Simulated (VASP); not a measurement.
# Mg (P6_3/mmc) in VASP: notebook

Mg is run at these levels: PBE, PBE+D3(BJ); tasks: single point, relaxation of shape and atoms at fixed volume.

Program: VASP 6.6.1. These are calculated values, not measurements. Logs are shortened: lines on timing, memory, paths and dates and some standing lists are left out, and cuts for length are marked.

## (1) The cell of the first run

The structure is hexagonal, space group P6_3/mmc (No. 194). Conventional cell: a = 3.242 Å, b = 3.242 Å, c = 5.189 Å, α = 90.00°, β = 90.00°, γ = 120.00°. Within 4.2 Å of Mg (site symmetry -6m2) lie 12 Mg at 3.20 to 3.24 Å.

## (2) Single point, PBE (23.61 Å³/atom)

INCAR reads:

```
  PREC = Accurate
  ENCUT = 520
  EDIFF = 1E-6
  ISMEAR = 0
  SIGMA = 0.1
  LREAL = False
  LASPH = True
  NELM = 100
  ALGO = Normal
  ISIF = 2
  LWAVE = False
  LCHARG = True
  GGA = PE
  LELF = True
  LVHAR = True
  NBANDS = 9
```

KPOINTS reads:

```
regular mesh
0
Gamma
  15 15 8
```

POSCAR reads:

```
Mg
1.0
    3.2418485384      0.0000000000      0.0000000000
   -1.6209242692      2.8075231895      0.0000000000
    0.0000000000      0.0000000000      5.1888058696
Mg
2
Direct
    0.3333333333      0.6666666667      0.2500000000
    0.6666666667      0.3333333333      0.7500000000
```

Potentials or basis: VASP PAW PBE potentials, release 64 (Mg).

The run is started by

```sh
$ cat potpaw_PBE.64/Mg/POTCAR > POTCAR
$ mpirun -np 1 vasp_std > vasp.out
```

OUTCAR:

```text
PREC = Accurate
   ENCUT = 520
   EDIFF = 1E-6
   ISMEAR = 0
   LREAL = False
   LASPH = True
   NELM = 100
   ISIF = 2
   GGA = PE

 ion  position               nearest neighbor table
   1  0.333  0.667  0.250-   2 3.20   2 3.20   2 3.20   2 3.20   2 3.20   2 3.20
   2  0.667  0.333  0.750-   1 3.20   1 3.20   1 3.20   1 3.20   1 3.20   1 3.20

  LATTYP: Found a hexagonal cell.
 ALAT       =     3.2418485384
 C/A-ratio  =     1.6005701093

  Lattice vectors:

 A1 = (   3.2418485384,   0.0000000000,   0.0000000000)
 A2 = (  -1.6209242692,   2.8075231895,   0.0000000000)
 A3 = (   0.0000000000,   0.0000000000,   5.1888058696)

Analysis of symmetry for initial positions (statically):
=====================================================================
 Subroutine PRICEL returns:
 Original cell was already a primitive cell.

 Routine SETGRP: Setting up the symmetry group for a
 hexagonal supercell.

 Subroutine GETGRP returns: Found 24 space group operations
 (whereof 12 operations were pure point group operations)
 out of a pool of 24 trial point group operations.

The static configuration has the point symmetry D_3d.
 The point group associated with its full space group is D_6h.

Analysis of symmetry for dynamics (positions and initial velocities):
=====================================================================
 Subroutine PRICEL returns:
 Original cell was already a primitive cell.

 Routine SETGRP: Setting up the symmetry group for a
 hexagonal supercell.

 Subroutine GETGRP returns: Found 24 space group operations
 (whereof 12 operations were pure point group operations)
 out of a pool of 24 trial point group operations.

The dynamic configuration has the point symmetry D_3d.
 The point group associated with its full space group is D_6h.

 Subroutine INISYM returns: Found 24 space group operations
 (whereof 12 operations are pure point group operations),
 and found     1 'primitive' translations

----------------------------------------------------------------------------------------

                                     Primitive cell

  volume of cell :      47.2263

  direct lattice vectors                    reciprocal lattice vectors
     3.241848538  0.000000000  0.000000000     0.308465984  0.178092919  0.000000000
    -1.620924269  2.807523189  0.000000000     0.000000000  0.356185838  0.000000000
     0.000000000  0.000000000  5.188805870     0.000000000  0.000000000  0.192722570

  length of vectors
     3.241848538  3.241848538  5.188805870     0.356185838  0.356185838  0.192722570

  position of ions in fractional coordinates (direct lattice)
     0.333333333  0.666666667  0.250000000
     0.666666667  0.333333333  0.750000000

  ion indices of the primitive-cell ions
   primitive index   ion index
                 1           1
                 2           2

----------------------------------------------------------------------------------------

 KPOINTS: regular mesh

Automatic generation of k-mesh.
 Grid dimensions read from file:
 generate k-points for:   15   15    8

 Generating k-lattice:

  Cartesian coordinates                     Fractional coordinates (reciprocal lattice)
     0.020564399  0.011872861  0.000000000     0.066666667  0.000000000  0.000000000
     0.000000000  0.023745723  0.000000000     0.000000000  0.066666667  0.000000000
     0.000000000  0.000000000  0.024090321     0.000000000  0.000000000  0.125000000

  Length of vectors
     0.023745723  0.023745723  0.024090321

  Shift w.r.t. Gamma in fractional coordinates (k-lattice)
     0.000000000  0.000000000  0.000000000

 Subroutine IBZKPT returns following result:
 ===========================================

 Found    135 irreducible k-points:

 Following reciprocal coordinates:
            Coordinates               Weight
  0.000000  0.000000  0.000000      1.000000
  0.066667  0.000000  0.000000      6.000000
  0.133333  0.000000  0.000000      6.000000
  0.200000  0.000000  0.000000      6.000000
  0.266667  0.000000  0.000000      6.000000
  0.333333  0.000000  0.000000      6.000000
[... 16 lines left out ...]
  0.333333  0.200000  0.000000     12.000000
  0.400000  0.200000  0.000000      6.000000
 [... further k-points ...]
   k-points           NKPTS =    135   k-points in BZ     NKDIM =    135   number of bands    NBANDS=      9
   number of dos      NEDOS =    301   number of ions     NIONS =      2
   total plane-waves  NPLWV =  23040
   dimension x,y,z NGX =    24 NGY =   24 NGZ =   40
   dimension x,y,z NGXF=    48 NGYF=   48 NGZF=   80
   ions per type =               2
   NGX,Y,Z   is equivalent  to a cutoff of  12.31, 12.31, 12.82 a.u.
   NGXF,Y,Z  is equivalent  to a cutoff of  24.61, 24.61, 25.63 a.u.
 SYSTEM =  unknown system
   PREC   = accura    normal or accurate (medium, high low for compatibility)
   ISTART =      0    job   : 0-new  1-cont  2-samecut
   ICHARG =      2    charge: 1-file 2-atom 10-const
   ISPIN  =      1    spin polarized calculation?
   LNONCOLLINEAR =      F non collinear calculations
   LSORBIT =      F    spin-orbit coupling
   LASPH  =      T    aspherical Exc in radial PAW
   ENCUT  =  520.0 eV  38.22 Ry    6.18 a.u.   6.03  6.03  9.65*2*pi/ulx,y,z
   NELM   =    100;   NELMIN=  2; NELMDL= -5     # of ELM steps
   EDIFF  = 0.1E-05   stopping-criterion for ELM
   LREAL  =      F    real-space projection
   EDIFFG = 0.1E-04   stopping-criterion for IOM
   NSW    =      0    number of steps for IOM
   IBRION =     -1    ionic relax: 0-MD 1-quasi-New 2-CG
   NFREE  =      0    steps in history (QN), initial steepest desc. (CG)
   ISIF   =      2    stress and relaxation
   ISYM   =      2    0-nonsym 1-usesym 2-fastsym
   POTIM  = 0.5000    time-step for ionic-motion
   TEBEG  =    0.0;   TEEND  =   0.0 temperature during run
   PSTRESS=    0.0 pullay stress
   NELECT =       4.0000    total number of electrons
   NUPDOWN=      -1.0000    fix difference up-down
   EMIN   =  10.00;   EMAX   =-10.00  energy-range for DOS
   EFERMI =   0.00;   METHOD = LEGACY
   ISMEAR =     0;   SIGMA  =   0.10  broadening in eV -4-tet -1-fermi 0-gaus
   EFERMI_NEDOS =   21; number of points for ismear=-14 and -15
   IALGO  =     38    algorithm
   IMIX   =      4    mixing-type and parameters
     AMIX     =   0.40;   BMIX     =  1.00
     AMIX_MAG =   1.60;   BMIX_MAG =  1.00
  volume/ion in A,a.u.               =      23.61       159.35
  Fermi-wavevector in a.u.,A,eV,Ry     =   0.718953  1.358624  7.032756  0.516893
  Thomas-Fermi vector in A             =   1.808023
   LORBIT       =      0    0 simple, 1 ext, 2 COOP (PROOUT), +10 PAW based schemes
   GGA     = PE    functional components
   LHFCALC =     F    Hartree Fock is set to
   AEXX    =    0.0000 exact exchange contribution
   IVDW    =     0    specifies the selected vdW correction
   LEPSILON=     F    determine dielectric tensor
   LRPA    =     F    only Hartree local field effects (RPA)
 non-spin polarized calculation
 Gauss-broadening in eV      SIGMA  =   0.10
  energy-cutoff  :      520.00
  volume of cell :       47.23
 maximum number of plane-waves:      1296
   NGX = 13   NGY = 13   NGZ = 19

 number of electron       4.0000000 magnetization

 Free energy of the ion-electron system (eV)
  ---------------------------------------------------
  ext. energy  EPLUGINS =         0.00000000
  ---------------------------------------------------
  free energy    TOTEN  =        -3.00968092 eV

  energy without entropy =       -3.00464600  energy(sigma->0) =       -3.00716346

 E-fermi :   2.4860     XC(G=0):  -8.4042

 val. band max:        2.4827328127   @ k =   0.3333   0.1333   0.1250
 cond. band min:       2.5072486365   @ k =   0.3333   0.1333   0.0000
 fundamental gap:      0.0245158238
 Fermi energy:         2.4860030336

 k-point     1 :       0.0000    0.0000    0.0000
  band No.  band energies     occupation
      1      -4.3230      2.00000
      2       0.9233      2.00000
      3       1.3760      2.00000
      4      13.1169      0.00000
      5      13.1169      0.00000
      6      13.1396      0.00000
      7      13.1396      0.00000
      8      14.2154      0.00000
      9      15.5002      0.00000

 k-point     2 :       0.0667    0.0000    0.0000
  band No.  band energies     occupation
      1      -4.2380      2.00000
      2       1.0011      2.00000
      3       1.4589      2.00000
      4      11.3687      0.00000
      5      12.1210      0.00000
      6      12.9469      0.00000
      7      14.2646      0.00000
      8      15.0253      0.00000
      9      16.0115      0.00000

 k-point     3 :       0.1333    0.0000    0.0000
  band No.  band energies     occupation
      1      -3.9833      2.00000
      2       1.2347      2.00000
      3       1.7055      2.00000
      4       9.3737      0.00000
      5      11.2565      0.00000
      6      12.0475      0.00000
      7      14.0846      0.00000
      8      14.7029      0.00000
      9      15.3998      0.00000

 k-point     4 :       0.2000    0.0000    0.0000
  band No.  band energies     occupation
      1      -3.5602      2.00000
      2       1.6242      2.00000
      3       2.1089      2.00000
      4       7.4656      0.00000
      5      10.5368      0.00000
      6      11.0954      0.00000
      7      12.1895      0.00000
      8      13.3398      0.00000
      9      15.1150      0.00000

 k-point     5 :       0.2667    0.0000    0.0000
  band No.  band energies     occupation
      1      -2.9709      2.00000
      2       2.1698      1.99999
      3       2.6457      0.02391
      4       5.7055      0.00000
      5       9.9622      0.00000
      6      10.0835      0.00000
      7      10.4080      0.00000
      8      12.1226      0.00000
      9      14.4792      0.00000

 k-point     6 :       0.3333    0.0000    0.0000
  band No.  band energies     occupation
      1      -2.2185      2.00000
      2       2.8716      0.00000
      3       3.1213      0.00000
      4       4.2946      0.00000
      5       8.7683      0.00000
      6       8.9497      0.00000
      7       9.5321      0.00000
      8      11.2530      0.00000
      9      13.9958      0.00000
[... 169 lines left out ...]
 k-point    21 :       0.2000    0.2000    0.0000
  band No.  band energies     occupation
      1      -2.0520      2.00000
      2       3.0276      0.00000
      3       3.3911      0.00000
      4       5.1838      0.00000
      5       5.6777      0.00000
      6       9.7899      0.00000
      7      10.4789      0.00000
      8      10.5979      0.00000
      9      11.4331      0.00000

 k-point    22 :       0.2667    0.2000    0.0000
  band No.  band energies     occupation
      1      -1.2243      2.00000
      2       3.3784      0.00000
      3       3.8070      0.00000
      4       4.3106      0.00000
      5       5.3681      0.00000
      6       8.4796      0.00000
      7       9.4177      0.00000
      8       9.8269      0.00000
      9      10.8215      0.00000

 k-point    23 :       0.3333    0.2000    0.0000
  band No.  band energies     occupation
      1      -0.2413      2.00000
      2       2.1475      2.00000
      3       4.3395      0.00000
      4       4.7372      0.00000
      5       5.7637      0.00000
      6       7.1141      0.00000
      7       8.2044      0.00000
      8       9.5498      0.00000
      9      10.5499      0.00000

 k-point    24 :       0.4000    0.2000    0.0000
  band No.  band energies     occupation
      1       0.8795      2.00000
      2       0.8991      2.00000
      3       4.3329      0.00000
      4       5.6427      0.00000
      5       6.0577      0.00000
      6       6.2677      0.00000
      7       7.4816      0.00000
      8       9.4628      0.00000
      9      10.4651      0.00000

 [... further k-points ...]
[... 5 lines left out ...]
  --------------------------------------------------------------------------------------
  -------------------------------------------------------------------------------------
  Total       -0.3264530     -0.3264530     -0.3277147      0.0000000      0.0000000      0.0000000
  in kB      -11.0751017    -11.0751017    -11.1179076      0.0000000      0.0000000      0.0000000
  external PRESSURE =     -11.0893703 kB  Pullay stress =       0.0000000 kB

 VOLUME and BASIS-vectors are now :
 -----------------------------------------------------------------------------
  energy-cutoff  :      520.00
  volume of cell :       47.23
      direct lattice vectors                 reciprocal lattice vectors
     3.241848538  0.000000000  0.000000000     0.308465984  0.178092919  0.000000000
    -1.620924269  2.807523189  0.000000000     0.000000000  0.356185838  0.000000000
     0.000000000  0.000000000  5.188805870     0.000000000  0.000000000  0.192722570

 POSITION                                       TOTAL-FORCE (eV/Angst)
 -----------------------------------------------------------------------------------
     -0.00000      1.87168      1.29720        -0.000000      0.000000      0.000000
      1.62092      0.93584      3.89160         0.000000     -0.000000      0.000000
 -----------------------------------------------------------------------------------
    total drift:                               -0.000000      0.000000     -0.000000

  FREE ENERGIE OF THE ION-ELECTRON SYSTEM (eV)
  ---------------------------------------------------
  free  energy   TOTEN  =        -3.0096809223 eV

  energy  without entropy=       -3.0046459974  energy(sigma->0) =       -3.00716346
```

Run time: 13 s. Hardware: 1 thread of Intel Xeon 6975P-C (Granite Rapids), shared host; peak memory 0.19 GiB.

Results:

| Quantity | Value |
| --- | --- |
| Free energy | -3.0097 eV |
| Pressure | -1.1 GPa |
| Band gap on the k mesh | zero (bands 2 and 3 overlap by 2.00 eV) |

[end of part 1 of 2]

The gap in the log of VASP goes by the Fermi energy; the results here count the filled bands.